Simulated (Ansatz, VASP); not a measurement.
## One calculation of Re, two programs

The input INCAR:

```
PREC = Accurate ; ENCUT = 520
EDIFF = 1E-7 ; ISMEAR = -1
SIGMA = 0.08 ; LREAL = False
LASPH = True ; NELM = 100
ALGO = Normal ; ISIF = 2
LWAVE = False ; LCHARG = False
GGA = PE ; NBANDS = 10
```

KPOINTS

```
regular mesh
0
Gamma
  12 12 12
```

POSCAR

```
Re
1.0
    2.6308895561      0.0000000000      0.0000000000
    0.0000000000      2.6308895561      0.0000000000
    0.0000000000      0.0000000000      2.6308895561
Re
1
Direct
    0.0000000000      0.0000000000      0.0000000000
```

Input for Ansatz:

```yaml
crystal:
  lattice:
    - [2.6308895561, 0.0, 0.0]
    - [0.0, 2.6308895561, 0.0]
    - [0.0, 0.0, 2.6308895561]
  atoms:
    - { symbol: Re, position: [0.0, 0.0, 0.0] }
kpoints:
  mp_grid: { grid: [12, 12, 12] }
scf:
  occupations: { method: fermi_dirac, width: 0.08 }
hamiltonian:
  xc: pbe
  pseudopotentials: { kind: all_electron, lapw: { basis_error: 0.0005 } }
output:
  forces: true
  stress: true
  eigenvalues: true
```

Change from the starting cell: volume scaled by 1.06.

Alike in both runs: task single point; functional PBE; k mesh 12 × 12 × 12; occupations fermi-dirac, width 0.08 eV; no spin polarisation.

|  | VASP | Ansatz |
| --- | --- | --- |
| version | VASP 6.6.1 | Ansatz 0.2.0 |
| potentials or method | VASP PAW PBE potentials, release 64 (Re), cutoff 520 eV | all-electron LAPW, scalar-relativistic |

```tsv
	VASP	Ansatz	Ansatz less VASP
pressure (GPa)	-14.3	-13.3	+1.02
```

Ansatz ran all-electron here, and VASP with PAW potentials.

Neither program's run includes spin-orbit coupling.
